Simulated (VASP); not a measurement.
# SiC (3C silicon carbide): relaxation of cell and atoms with r2SCAN

The system is SiC (3C silicon carbide).

```
Si C
1.0
     0.00000    2.18000    2.18000
     2.18000    0.00000    2.18000
     2.18000    2.18000    0.00000
Si C
1 1
Direct
  0.00000 0.00000 0.00000
  0.25000 0.25000 0.25000
```

- Program: VASP 6.6.1
- Task: relaxation of cell and atoms
- Functional: r2SCAN
- Potentials or basis: VASP PAW PBE potentials, release 64 (Si, C)
- Cutoff: 600 eV
- k mesh: 8 × 8 × 8
- Occupations: gaussian, width 0.01 eV
- Spin: no spin polarisation
- Dipole correction: no
- Further INCAR settings: ALGO = Normal; EDIFF = 1e-06; IBRION = 2; EDIFFG = -0.002; NSW = 80; ISIF = 3

```
Relaxed volume                         : 10.32 Å³/atom
Relaxed cell                           : a = 3.079 Å, b = 3.079 Å, c = 3.079 Å, α = 60.00°, β = 60.00°, γ = 60.00°
Space group after relaxing (to 0.05 Å) : F-43m (No. 216)
Energy gained by relaxing              : 0.1 meV/atom
Ionic steps                            : 3
Pressure after relaxing                : 0.0 GPa
Band gap on the k mesh                 : 1.72 eV, indirect (least direct gap 5.06 eV)
```

The path:
```
step  energy change (eV)  largest force (eV/Å)  pressure (GPa)  volume (Å³)
   1              0.0000                0.0000           -0.91        20.72
   2              0.0000                0.0000            1.01        20.54
   3             -0.0002                0.0000           -0.01        20.64
```

Final structure:
```
CELL_PARAMETERS angstrom
0.00000 2.17703 2.17703
2.17703 0.00000 2.17703
2.17703 2.17703 0.00000
ATOMIC_POSITIONS crystal
Si 0.00000 0.00000 0.00000
C 0.25000 0.25000 0.25000
```

Levels at points of the mesh, in eV from the valence-band top:
| k point | band 1 | band 2 | band 3 | band 4 | band 5 | band 6 | band 7 | band 8 |
| --- | --- | --- | --- | --- | --- | --- | --- | --- |
| (0.00, 0.00, 0.00) | -16.20 | 0.00 | 0.00 | 0.00 | 6.87 | 7.87 | 7.87 | 7.87 |
| (0.50, 0.00, 0.00) | -12.57 | -8.83 | -1.11 | -1.11 | 6.02 | 7.76 | 7.76 | 10.97 |
| (0.50, 0.50, 0.00) | -11.10 | -8.06 | -3.34 | -3.34 | 1.72 | 4.83 | 15.16 | 15.16 |

Wall time 58 s on 1 thread of Intel Xeon 6975P-C, with other jobs on the host, peak memory 0.16 GiB.

Caveat: the PAW data sets were made with another functional, which shifts forces and pressure a little. r2SCAN opens gaps a little over a GGA but as a rule still falls short of measured ones.
